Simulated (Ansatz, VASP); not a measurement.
# H17O8F: VASP beside Ansatz

```
O H F
1.0
     6.49507    0.00000    0.00000
     0.00000    6.49507    0.00000
     0.00000    0.00000    6.49507
O H F
8 17 1
Direct
  0.19773 0.82125 0.33592
  0.58962 0.44310 0.32880
  0.29260 0.01813 0.85001
  0.90937 0.62416 0.09147
  0.56221 0.09407 0.54632
  0.54960 0.87769 0.14862
  0.50200 0.42359 0.91145
  0.12657 0.24115 0.17656
  0.33829 0.82135 0.26740
  0.15445 0.96658 0.33399
  0.72255 0.51283 0.32560
  0.55735 0.43147 0.18055
  0.38275 0.05852 0.73068
  0.21597 0.89600 0.80569
  0.97329 0.48638 0.08905
  0.01275 0.70597 0.16760
  0.57631 0.22863 0.47354
  0.57836 0.99635 0.43297
  0.65299 0.77629 0.10490
  0.48139 0.93232 0.02272
  0.40779 0.49703 0.81919
  0.62962 0.41102 0.83385
  0.18908 0.18180 0.05016
  0.23814 0.31650 0.24233
  0.20621 0.70515 0.53001
  0.20525 0.62701 0.66458
```

Alike in both runs: functional PBE; k mesh 1 × 1 × 1; occupations fermi-dirac, width 0.02 eV; no spin polarisation.

Ansatz relaxed the structure, and its values are those at the end. VASP's run is a single point on that final structure, the one shown.

```csv
,VASP,Ansatz
version,VASP 6.6.1,Ansatz 0.2.0
potentials or method,"VASP PAW PBE potentials, release 64 (O, H, F), cutoff 520 eV","scalar-relativistic, plane waves, PAW"
valence electrons in the cell,72,72
```

```tsv
	VASP	Ansatz	Ansatz less VASP
gap on the k mesh at the Fermi level (eV)	4.94	4.95	+0.010
rms of the force components (eV/Å)	0.069	0.074	+0.0051
```

Ansatz's warnings: xc potential rough in thin density.
